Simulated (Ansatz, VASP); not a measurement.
BeZn2Se3: VASP beside Ansatz

```
CELL_PARAMETERS angstrom
-1.95259 1.95259 8.40138
1.95259 -1.95259 8.40138
1.95259 1.95259 -8.40138
ATOMIC_POSITIONS crystal
Be 0.50000 0.50000 0.00000
Zn 0.83861 0.83861 0.00000
Zn 0.16139 0.16139 0.00000
Se 0.42806 0.92806 0.50000
Se 0.07194 0.57194 0.50000
Se 0.75000 0.25000 0.50000
```

Alike in both runs: functional PBE; k mesh 6 × 6 × 6; occupations gaussian, width 0.1 eV; no spin polarisation.

Ansatz relaxed the structure, and its values are those at the end. VASP's run is a single point on that final structure, the one shown.

|  | VASP | Ansatz |
| --- | --- | --- |
| version | VASP 6.6.1 | Ansatz 0.2.0 |
| potentials or method | VASP PAW PBE potentials, release 64 (Be, Zn, Se), cutoff 520 eV | scalar-relativistic, plane waves, PAW |
| valence electrons in the cell | 44 | 74 |

|  | VASP | Ansatz | Ansatz less VASP |
| --- | --- | --- | --- |
| gap on the k mesh at the Fermi level (eV) | 1.83 | 1.83 | -0.002 |
| least direct gap on the mesh (eV) | 1.83 | 1.83 | -0.002 |
| pressure (GPa) | 0.2 | 0.0 | -0.20 |
| rms of the force components (eV/Å) | 0.006 | 0.002 | -0.0039 |

VASP's potentials hold 44 valence electrons a cell and Ansatz's 74, so a difference there can come from the potentials and not from the codes.
